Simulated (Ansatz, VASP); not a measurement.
Be3CdSe4 in VASP and in Ansatz

```xyz
8
Lattice="3.7854 0.0000 0.0000 0.0000 3.7854 0.0000 0.0000 0.0000 11.1659" Properties=species:S:1:pos:R:3 pbc="T T T"
Be    1.8927    1.8927    3.0553
Be    1.8927    1.8927    8.1106
Be    0.0000    0.0000    5.5830
Cd    0.0000    0.0000    0.0000
Se    1.8927    0.0000    4.3228
Se    0.0000    1.8927    6.8432
Se    1.8927    0.0000    9.3377
Se    0.0000    1.8927    1.8282
```

Alike in both runs: functional PBE; k mesh 8 × 8 × 4; occupations gaussian, width 0.02 eV; no spin polarisation.

Ansatz relaxed the structure, and its values are those at the end. VASP's run is a single point on that final structure, the one shown.

|  | VASP | Ansatz |
| --- | --- | --- |
| version | VASP 6.6.1 | Ansatz 0.2.0 |
| potentials or method | VASP PAW PBE potentials, release 64 (Be, Cd, Se), cutoff 520 eV | scalar-relativistic, plane waves, PAW |
| valence electrons in the cell | 42 | 90 |

```csv
,VASP,Ansatz,Ansatz less VASP
gap on the k mesh at the Fermi level (eV),2.17,2.17,-0.007
least direct gap on the mesh (eV),2.17,2.17,-0.007
pressure (GPa),0.2,0.0,-0.23
rms of the force components (eV/Å),0.011,0.002,-0.0087
```

With one functional, cell and mesh, what is left measures potentials, basis and numerics. VASP's potentials hold 42 valence electrons a cell and Ansatz's 90, so a difference there can come from the potentials and not from the codes.
